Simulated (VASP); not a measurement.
# KI in VASP: notebook

Aim: see how the results for KI move with the level of theory and the settings. Levels: PBE, r2SCAN. Tasks: single point.

All numbers are computed with VASP 6.6.1; they aren't measurements. Logs are shortened: lines on timing, memory, paths and dates and some standing lists are left out, and cuts for length are marked.

### Step 1. The cell of the first run

It takes space group R-3m (No. 166, trigonal). The conventional cell has a = 5.062 Å, b = 5.062 Å, c = 12.155 Å, α = 90.00°, β = 90.00°, γ = 120.00°. Within 4.7 Å of K (site symmetry -3m) lie 6 I at 3.56 Å. I (site symmetry -3m) has 6 K at 3.56 Å within 4.7 Å.

### Step 2. Single point, PBE (epitaxial 111 strain +1.0%)

Contents of INCAR:

```
SYSTEM = KI
PREC     = Accurate       ! precision mode
ENCUT    = 520            ! plane-wave cutoff, eV
EDIFF    = 1E-7           ! SCF threshold, eV
ISMEAR   = 0              ! smearing method
SIGMA    = 0.01           ! smearing width, eV
LREAL    = .False.        ! projectors in reciprocal space
LASPH    = .True.         ! aspherical terms in the spheres
NELM     = 80             ! most SCF steps
ALGO     = Normal         ! electronic algorithm
ISIF     = 2              ! what is computed and relaxed
LWAVE    = .False.        ! write WAVECAR
LCHARG   = .False.        ! write CHGCAR
GGA      = PE             ! functional
NBANDS   = 15             ! bands
```

Contents of KPOINTS:

```
Automatic mesh
0
Gamma
  4 4 4
  0 0 0
```

Contents of POSCAR:

```
KI
1.0
   -0.0472391067      3.5324879519      3.5324879519
    3.5324879519     -0.0472391067      3.5324879519
    3.5324879519      3.5324879519     -0.0472391067
K I
1 1
Direct
    0.0000000000      0.0000000000      0.0000000000
    0.5000000000      0.5000000000      0.5000000000
```

Potentials or basis: VASP PAW PBE potentials, release 64 (K_sv, I).

The run is started by

```bash
$ cat potpaw_PBE.64/K_sv/POTCAR potpaw_PBE.64/I/POTCAR > POTCAR
$ mpirun -np 1 vasp_std > vasp.out
```

OUTCAR:

```text
SYSTEM = KI
   PREC = Accurate
   ENCUT = 520
   EDIFF = 1E-7
   ISMEAR = 0
   LREAL = .False.
   LASPH = .True.
   NELM = 80
   ISIF = 2
   GGA = PE

 ion  position               nearest neighbor table
   1  0.000  0.000  0.000-   2 3.56   2 3.56   2 3.56   2 3.56   2 3.56   2 3.56
   2  0.500  0.500  0.500-   1 3.56   1 3.56   1 3.56   1 3.56   1 3.56   1 3.56

  LATTYP: Found a trigonal (rhomboedric) cell.
 ALAT       =     4.9959157112
 COS(alpha) =     0.4865837339

  Lattice vectors:

 A1 = (  -0.0472391067,   3.5324879519,   3.5324879519)
 A2 = (   3.5324879519,  -0.0472391067,   3.5324879519)
 A3 = (   3.5324879519,   3.5324879519,  -0.0472391067)

Analysis of symmetry for initial positions (statically):
=====================================================================
 Subroutine PRICEL returns:
 Original cell was already a primitive cell.

 Routine SETGRP: Setting up the symmetry group for a
 trigonal (rhombohedral) supercell.

 Subroutine GETGRP returns: Found 12 space group operations
 (whereof 12 operations were pure point group operations)
 out of a pool of 12 trial point group operations.

The static configuration has the point symmetry D_3d.

Analysis of symmetry for dynamics (positions and initial velocities):
=====================================================================
 Subroutine PRICEL returns:
 Original cell was already a primitive cell.

 Routine SETGRP: Setting up the symmetry group for a
 trigonal (rhombohedral) supercell.

 Subroutine GETGRP returns: Found 12 space group operations
 (whereof 12 operations were pure point group operations)
 out of a pool of 12 trial point group operations.

The dynamic configuration has the point symmetry D_3d.

 Subroutine INISYM returns: Found 12 space group operations
 (whereof 12 operations are pure point group operations),
 and found     1 'primitive' translations

----------------------------------------------------------------------------------------

                                     Primitive cell

  volume of cell :      89.9284

  direct lattice vectors                    reciprocal lattice vectors
    -0.047239107  3.532487952  3.532487952    -0.138735244  0.140615663  0.140615663
     3.532487952 -0.047239107  3.532487952     0.140615663 -0.138735244  0.140615663
     3.532487952  3.532487952 -0.047239107     0.140615663  0.140615663 -0.138735244

  length of vectors
     4.995915711  4.995915711  4.995915711     0.242472673  0.242472673  0.242472673

  position of ions in fractional coordinates (direct lattice)
     0.000000000  0.000000000  0.000000000
     0.500000000  0.500000000  0.500000000

  ion indices of the primitive-cell ions
   primitive index   ion index
                 1           1
                 2           2

----------------------------------------------------------------------------------------

 KPOINTS: Automatic mesh

Automatic generation of k-mesh.
 Grid dimensions read from file:
 generate k-points for:    4    4    4

 Generating k-lattice:

  Cartesian coordinates                     Fractional coordinates (reciprocal lattice)
    -0.034683811  0.035153916  0.035153916     0.250000000  0.000000000 -0.000000000
     0.035153916 -0.034683811  0.035153916     0.000000000  0.250000000 -0.000000000
     0.035153916  0.035153916 -0.034683811     0.000000000  0.000000000  0.250000000

  Length of vectors
     0.060618168  0.060618168  0.060618168

  Shift w.r.t. Gamma in fractional coordinates (k-lattice)
     0.000000000  0.000000000  0.000000000

 Subroutine IBZKPT returns following result:
 ===========================================

 Found     13 irreducible k-points:

 Following reciprocal coordinates:
            Coordinates               Weight
  0.000000  0.000000  0.000000      1.000000
  0.250000  0.000000  0.000000      6.000000
  0.500000  0.000000  0.000000      3.000000
  0.250000  0.250000 -0.000000      6.000000
  0.500000  0.250000  0.000000     12.000000
 -0.250000  0.250000  0.000000      6.000000
  0.500000  0.500000 -0.000000      3.000000
  0.250000  0.250000  0.250000      2.000000
  0.500000  0.250000  0.250000      6.000000
 -0.250000  0.250000  0.250000      6.000000
  0.500000  0.500000  0.250000      6.000000
 -0.250000  0.500000  0.250000      6.000000
  0.500000  0.500000  0.500000      1.000000
   k-points           NKPTS =     13   k-points in BZ     NKDIM =     13   number of bands    NBANDS=     15
   number of dos      NEDOS =    301   number of ions     NIONS =      2
   total plane-waves  NPLWV =  64000
   dimension x,y,z NGX =    40 NGY =   40 NGZ =   40
   dimension x,y,z NGXF=    80 NGYF=   80 NGZF=   80
   ions per type =               1   1
   NGX,Y,Z   is equivalent  to a cutoff of  13.31, 13.31, 13.31 a.u.
   NGXF,Y,Z  is equivalent  to a cutoff of  26.62, 26.62, 26.62 a.u.
 SYSTEM =  KI
   PREC   = accura    normal or accurate (medium, high low for compatibility)
   ISTART =      0    job   : 0-new  1-cont  2-samecut
   ICHARG =      2    charge: 1-file 2-atom 10-const
   ISPIN  =      1    spin polarized calculation?
   LNONCOLLINEAR =      F non collinear calculations
   LSORBIT =      F    spin-orbit coupling
   LASPH  =      T    aspherical Exc in radial PAW
   ENCUT  =  520.0 eV  38.22 Ry    6.18 a.u.   9.29  9.29  9.29*2*pi/ulx,y,z
   NELM   =     80;   NELMIN=  2; NELMDL= -5     # of ELM steps
   EDIFF  = 0.1E-06   stopping-criterion for ELM
   LREAL  =      F    real-space projection
   EDIFFG = 0.1E-05   stopping-criterion for IOM
   NSW    =      0    number of steps for IOM
   IBRION =     -1    ionic relax: 0-MD 1-quasi-New 2-CG
   NFREE  =      0    steps in history (QN), initial steepest desc. (CG)
   ISIF   =      2    stress and relaxation
   ISYM   =      2    0-nonsym 1-usesym 2-fastsym
   POTIM  = 0.5000    time-step for ionic-motion
   TEBEG  =    0.0;   TEEND  =   0.0 temperature during run
   PSTRESS=    0.0 pullay stress
   NELECT =      16.0000    total number of electrons
   NUPDOWN=      -1.0000    fix difference up-down
   EMIN   =  10.00;   EMAX   =-10.00  energy-range for DOS
   EFERMI =   0.00;   METHOD = LEGACY
   ISMEAR =     0;   SIGMA  =   0.01  broadening in eV -4-tet -1-fermi 0-gaus
   EFERMI_NEDOS =   21; number of points for ismear=-14 and -15
   IALGO  =     38    algorithm
   IMIX   =      4    mixing-type and parameters
     AMIX     =   0.40;   BMIX     =  1.00
     AMIX_MAG =   1.60;   BMIX_MAG =  1.00
  volume/ion in A,a.u.               =      44.96       303.43
  Fermi-wavevector in a.u.,A,eV,Ry     =   0.920766  1.739995 11.535151  0.847810
  Thomas-Fermi vector in A             =   2.046108
   LORBIT       =      0    0 simple, 1 ext, 2 COOP (PROOUT), +10 PAW based schemes
   GGA     = PE    functional components
   LHFCALC =     F    Hartree Fock is set to
   AEXX    =    0.0000 exact exchange contribution
   IVDW    =     0    specifies the selected vdW correction
   LEPSILON=     F    determine dielectric tensor
   LRPA    =     F    only Hartree local field effects (RPA)
 non-spin polarized calculation
 Gauss-broadening in eV      SIGMA  =   0.01
  energy-cutoff  :      520.00
  volume of cell :       89.93
 maximum number of plane-waves:      2428
 NGX is ok and might be reduce to    40
   NGX = 19   NGY = 19   NGZ = 19

 number of electron      16.0000000 magnetization

 Free energy of the ion-electron system (eV)
  ---------------------------------------------------
  ext. energy  EPLUGINS =         0.00000000
  ---------------------------------------------------
  free energy    TOTEN  =        -5.56046225 eV

  energy without entropy =       -5.56046225  energy(sigma->0) =       -5.56046225

 E-fermi :  -0.3701     XC(G=0):  -7.1006

 val. band max:       -0.4810584657   @ k =   0.0000   0.0000   0.0000
 cond. band min:       3.4017172357   @ k =   0.0000   0.0000   0.0000
 fundamental gap:      3.8827757014
 Fermi energy:        -0.3701047508

 k-point     1 :       0.0000    0.0000    0.0000
  band No.  band energies     occupation
      1     -29.0540      2.00000
      2     -12.5407      2.00000
      3     -12.5383      2.00000
      4     -12.5383      2.00000
      5     -10.9869      2.00000
      6      -0.5301      2.00000
      7      -0.5301      2.00000
      8      -0.4811      2.00000
      9       3.4017      0.00000
     10       5.9405      0.00000
     11       5.9405      0.00000
     12       6.0885      0.00000
     13       6.6941      0.00000
     14       6.6941      0.00000
     15       9.2527      0.00000

 k-point     2 :       0.2500    0.0000    0.0000
  band No.  band energies     occupation
      1     -29.0531      2.00000
      2     -12.6076      2.00000
      3     -12.5418      2.00000
      4     -12.5391      2.00000
      5     -10.8583      2.00000
      6      -1.2536      2.00000
      7      -0.6928      2.00000
      8      -0.6526      2.00000
      9       4.4905      0.00000
     10       6.0207      0.00000
     11       6.5366      0.00000
     12       6.6602      0.00000
     13       7.3476      0.00000
     14       7.3905      0.00000
     15       9.6809      0.00000

 k-point     3 :       0.5000    0.0000    0.0000
  band No.  band energies     occupation
      1     -29.0522      2.00000
      2     -12.6687      2.00000
      3     -12.5431      2.00000
      4     -12.5398      2.00000
      5     -10.7353      2.00000
      6      -1.7925      2.00000
      7      -0.8413      2.00000
      8      -0.8036      2.00000
      9       4.9935      0.00000
     10       7.1119      0.00000
     11       7.5490      0.00000
     12       7.6713      0.00000
     13       8.0797      0.00000
     14       8.2098      0.00000
     15       8.6807      0.00000

 k-point     4 :       0.2500    0.2500   -0.0000
  band No.  band energies     occupation
      1     -29.0528      2.00000
      2     -12.5896      2.00000
      3     -12.5479      2.00000
      4     -12.5468      2.00000
      5     -10.8659      2.00000
      6      -1.2684      2.00000
      7      -0.7327      2.00000
      8      -0.6919      2.00000
      9       4.7152      0.00000
     10       5.0335      0.00000
     11       7.0720      0.00000
     12       7.3087      0.00000
     13       7.3790      0.00000
     14       7.5478      0.00000
     15       9.5616      0.00000
[... 109 lines left out ...]
 k-point    11 :       0.5000    0.5000    0.2500
  band No.  band energies     occupation
      1     -29.0518      2.00000
      2     -12.6208      2.00000
      3     -12.5547      2.00000
      4     -12.5482      2.00000
      5     -10.7896      2.00000
      6      -1.5101      2.00000
      7      -1.0363      2.00000
      8      -0.8804      2.00000
      9       5.1248      0.00000
     10       6.1708      0.00000
     11       6.7317      0.00000
     12       7.6618      0.00000
     13       8.1967      0.00000
     14       8.5544      0.00000
     15       9.2448      0.00000

 k-point    12 :      -0.2500    0.5000    0.2500
  band No.  band energies     occupation
      1     -29.0516      2.00000
      2     -12.5837      2.00000
      3     -12.5702      2.00000
      4     -12.5658      2.00000
      5     -10.7996      2.00000
      6      -1.2273      2.00000
      7      -1.2101      2.00000
      8      -1.0894      2.00000
      9       5.9326      0.00000
     10       5.9351      0.00000
     11       6.0787      0.00000
     12       7.5984      0.00000
     13       8.2561      0.00000
     14       9.0822      0.00000
     15       9.4171      0.00000

 k-point    13 :       0.5000    0.5000    0.5000
  band No.  band energies     occupation
      1     -29.0520      2.00000
      2     -12.6698      2.00000
      3     -12.5410      2.00000
      4     -12.5410      2.00000
      5     -10.7309      2.00000
      6      -1.7819      2.00000
      7      -0.8667      2.00000
      8      -0.8667      2.00000
      9       4.9697      0.00000
     10       7.1895      0.00000
     11       7.5272      0.00000
     12       7.5272      0.00000
     13       8.1919      0.00000
     14       8.1919      0.00000
     15       8.7316      0.00000

------------------------ aborting loop because EDIFF is reached ----------------------------------------

  FORCE on cell =-STRESS in cart. coord.  units (eV):
  Direction    XX          YY          ZZ          XY          YZ          ZX
  --------------------------------------------------------------------------------------
  -------------------------------------------------------------------------------------
  Total        0.2032279      0.2032279      0.2032279      0.0264303      0.0264303      0.0264303
  in kB        3.6207381      3.6207381      3.6207381      0.4708854      0.4708854      0.4708854
  external PRESSURE =       3.6207381 kB  Pullay stress =       0.0000000 kB

 VOLUME and BASIS-vectors are now :
 -----------------------------------------------------------------------------
  energy-cutoff  :      520.00
  volume of cell :       89.93
      direct lattice vectors                 reciprocal lattice vectors
    -0.047239107  3.532487952  3.532487952    -0.138735244  0.140615663  0.140615663
     3.532487952 -0.047239107  3.532487952     0.140615663 -0.138735244  0.140615663
     3.532487952  3.532487952 -0.047239107     0.140615663  0.140615663 -0.138735244

 POSITION                                       TOTAL-FORCE (eV/Angst)
 -----------------------------------------------------------------------------------
      0.00000      0.00000      0.00000         0.000000     -0.000000     -0.000000
      3.50887      3.50887      3.50887        -0.000000      0.000000      0.000000
 -----------------------------------------------------------------------------------
    total drift:                                0.000000     -0.000000     -0.000000

  FREE ENERGIE OF THE ION-ELECTRON SYSTEM (eV)
  ---------------------------------------------------
  free  energy   TOTEN  =        -5.5604622511 eV

  energy  without entropy=       -5.5604622511  energy(sigma->0) =       -5.56046225
```

Run time: 23 s. Hardware: 1 thread of Intel Xeon Platinum 8259CL at 2.50GHz (Skylake/Cascade Lake), shared host; peak memory 0.24 GiB.

Results:

* Free energy: -5.5605 eV
* Pressure: 0.4 GPa
* Band gap on the k mesh: 3.88 eV, direct

Levels at points of the mesh, in eV from the valence-band top:
| k point | band 5 | band 6 | band 7 | band 8 | band 9 | band 10 | band 11 | band 12 |
| --- | --- | --- | --- | --- | --- | --- | --- | --- |
| (0.00, 0.00, 0.00) | -10.51 | -0.05 | -0.05 | 0.00 | 3.88 | 6.42 | 6.42 | 6.57 |
| (0.50, 0.00, 0.00) | -10.25 | -1.31 | -0.36 | -0.32 | 5.47 | 7.59 | 8.03 | 8.15 |
| (0.50, 0.50, 0.00) | -10.37 | -1.00 | -0.41 | -0.36 | 4.93 | 5.69 | 8.04 | 8.61 |
| (0.50, 0.50, 0.50) | -10.25 | -1.30 | -0.39 | -0.39 | 5.45 | 7.67 | 8.01 | 8.01 |

Caveat: the cell differs from its parent crystal (epitaxial 111 strain +1.0%); spin-orbit coupling is left out, which moves the levels of the heavy elements.

### Step 3. Single point, PBE (strain -4.0%)

Contents of INCAR:

```
SYSTEM = KI
  PREC = Accurate
  ENCUT = 520
  EDIFF = 1E-7
  ISMEAR = -1
  SIGMA = 0.02
  LREAL = .FALSE.
  LASPH = .TRUE.
  NELM = 80
  ALGO = Normal
  ISIF = 2
  LWAVE = .FALSE.
  LCHARG = .FALSE.
  GGA = PE
  NBANDS = 15
```

Contents of KPOINTS:

```
Automatic mesh
0
G
  6 6 6
  0 0 0
```

Contents of POSCAR:

```
KI
1.0
    0.0000000000      3.4025128477      3.4025128477
    3.4025128477      0.0000000000      3.4025128477
    3.4025128477      3.4025128477      0.0000000000
K I
1 1
Direct
    0.0000000000      0.0000000000      0.0000000000
    0.5000000000      0.5000000000      0.5000000000
```

Potentials or basis: VASP PAW PBE potentials, release 64 (K_sv, I).

The run is started by

```bash
$ cat potpaw_PBE.64/K_sv/POTCAR potpaw_PBE.64/I/POTCAR > POTCAR
$ mpirun -np 1 vasp_std > vasp.out
```

Wall time 20 s (1 thread of Intel Xeon Platinum 8259CL at 2.50GHz (Skylake/Cascade Lake), shared host); peak memory 0.21 GiB.

The run converged. Its results:

| Quantity | Value |
| --- | --- |
| Free energy | -5.4677 eV |
| Pressure | 2.6 GPa |
| Band gap on the k mesh | 4.25 eV, direct |

Levels at points of the mesh, in eV from the valence-band top:
```
           k point  band 5  band 6  band 7  band 8  band 9  band 10  band 11  band 12
(0.00, 0.00, 0.00)  -10.69    0.00    0.00    0.00    4.25     6.42     6.42     6.42
(0.50, 0.00, 0.00)  -10.23   -1.60   -0.44   -0.44    5.63     8.00     8.37     8.37
(0.50, 0.50, 0.00)  -10.49   -1.18   -0.43   -0.43    4.72     6.03     8.20     9.08
```

Caveat: the cell differs from its parent crystal (strain -4.0%); spin-orbit coupling is left out, which moves the levels of the heavy elements. A k mesh can miss the band edges.

(Continued in part 2 of 2.)
